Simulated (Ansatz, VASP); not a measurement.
## One calculation of HfN, two programs

INCAR

```
ALGO = Normal ; EDIFF = 1E-6
ENCUT = 520 ; ISIF = 2
ISMEAR = 0 ; LASPH = T
LCHARG = F ; LREAL = F
LWAVE = F ; NBANDS = 14
NELM = 100 ; PREC = Accurate
SIGMA = 0.15
```

File KPOINTS:

```
k-points
0
Gamma
  16 16 16
```

File POSCAR:

```
HfN
1.0
    0.0000000000      2.3320809000      2.3320809000
    2.3320809000      0.0000000000      2.3320809000
    2.3320809000      2.3320809000      0.0000000000
Hf N
1 1
Direct
    0.0000000000      0.0000000000      0.0000000000
    0.7500000000      0.7500000000      0.7500000000
```

Input for Ansatz:

```yaml
crystal:
  lattice:
    - [0.0, 2.3320809, 2.3320809]
    - [2.3320809, 0.0, 2.3320809]
    - [2.3320809, 2.3320809, 0.0]
  atoms:
    - { symbol: Hf, position: [0.0, 0.0, 0.0] }
    - { symbol: "N", position: [0.75, 0.75, 0.75] }
basis:
  ecutwfc: 420
kpoints:
  mp_grid: { grid: [16, 16, 16] }
hamiltonian:
  xc: lda
scf:
  occupations: { method: gaussian, width: 0.15 }
output:
  forces: true
  stress: true
  eigenvalues: true
```

Change from the starting cell: strain -0.050 along x and y, -0.050 along z, atoms carried along.

Alike in both runs: task single point; functional LDA; k mesh 16 × 16 × 16; occupations gaussian, width 0.15 eV; no spin polarisation.

|  | VASP | Ansatz |
| --- | --- | --- |
| version | VASP 6.6.1 | Ansatz 0.2.0 |
| potentials or method | VASP PAW LDA potentials, release 64 (Hf_pv, N), cutoff 520 eV | scalar-relativistic, plane waves, PAW |
| valence electrons in the cell | 15 | 31 |

```tsv
	VASP	Ansatz	Ansatz less VASP
gap on the k mesh at the Fermi level (eV)	none	none	-
pressure (GPa)	28.1	27.6	-0.51
```

LDA's correlation is that of Perdew and Zunger in VASP and of Perdew and Wang (1992) in Ansatz. A gap of «none» marks a metal or a gap that the smearing closes. VASP's potentials hold 15 valence electrons a cell and Ansatz's 31, so a difference there can come from the potentials and not from the codes.

Spin-orbit coupling is off throughout.
